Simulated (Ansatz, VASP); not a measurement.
# Two plane-wave programs on BaMgVO3

Contents of INCAR:

```
PREC = Accurate ; ENCUT = 520
EDIFF = 1E-7 ; ISMEAR = -1
SIGMA = 0.05 ; LREAL = False
LASPH = True ; NELM = 150
ALGO = Normal ; ISIF = 2
LWAVE = False ; LCHARG = True
ISPIN = 2 ; MAGMOM = 0 2 0 0 0 0
LORBIT = 11 ; LMAXMIX = 4
GGA = PE ; LELF = True
LVHAR = True ; NBANDS = 34
```

Contents of KPOINTS:

```
Automatic mesh
0
Gamma
  7 7 5
```

The input POSCAR:

```
BaMgVO3
1.0
    2.8494084233     -2.8347155880      0.0000000000
    2.8494084233      2.8347155880      0.0000000000
   -2.1474970243      0.0000000000      5.2449154201
Ba V Mg O
1 1 1 3
Direct
    0.8744610000      0.8771910000      0.0588830000
    0.5831770000      0.5728120000      0.4227380000
    0.1821750000      0.1909250000      0.6553740000
    0.3455160000      0.3402670000      0.0302510000
    0.6470820000      0.1256960000      0.5349770000
    0.1042500000      0.6308030000      0.5411340000
```

File input.yaml:

```yaml
crystal:
  lattice:
    - [2.8494084233, -2.834715588, 0.0]
    - [2.8494084233, 2.834715588, 0.0]
    - [-2.1474970243, 0.0, 5.2449154201]
  atoms:
    - { symbol: Ba, position: [0.874461, 0.877191, 0.058883] }
    - { symbol: V, position: [0.583177, 0.572812, 0.422738], spin: 2.0 }
    - { symbol: Mg, position: [0.182175, 0.190925, 0.655374] }
    - { symbol: O, position: [0.345516, 0.340267, 0.030251] }
    - { symbol: O, position: [0.647082, 0.125696, 0.534977] }
    - { symbol: O, position: [0.10425, 0.630803, 0.541134] }
hamiltonian:
  xc: pbe
  pseudopotentials: { kind: paw }
magnetization:
  spin_polarized: true
kpoints:
  mp_grid: { grid: [7, 7, 5] }
scf:
  occupations: { method: fermi_dirac, width: 0.05 }
output:
  forces: true
  stress: true
  eigenvalues: true
```

Change from the starting cell: atoms moved at random, drawn with an rms of 0.05 Å.

Alike in both runs: task single point; functional PBE; k mesh 7 × 7 × 5; occupations fermi-dirac, width 0.05 eV; collinear spin, ferromagnetic start.

|  | VASP | Ansatz |
| --- | --- | --- |
| version | VASP 6.6.1 | Ansatz 0.2.0 |
| potentials or method | VASP PAW PBE potentials, release 64 (Ba_sv, V_sv, Mg, O) | Ansatz PAW |
| plane-wave cutoff (eV) | 520 | 420 |
| valence electrons in the cell | 43 | 51 |

```csv
,VASP,Ansatz,Ansatz less VASP
gap on the k mesh at the Fermi level (eV),none,none,-
pressure (GPa),-0.4,-1.3,-0.87
"traceless stress, the component that is largest in VASP (GPa)",2.75,3.00,+0.244
rms of the force components (eV/Å),0.336,0.332,-0.0045
net moment per atom (μB),0.50,0.50,0.000
size of the moment on the site where the two differ most (μB),2.39,1.90,-0.481
```

Site moments also hang on the region over which each program counts them. Atom by atom the forces differ by 0.029 eV/Å (rms over components). A gap of «none» marks a metal or a gap that the smearing closes. VASP's potentials hold 43 valence electrons a cell and Ansatz's 51, so a difference there can come from the potentials and not from the codes.

Neither program's run includes spin-orbit coupling.
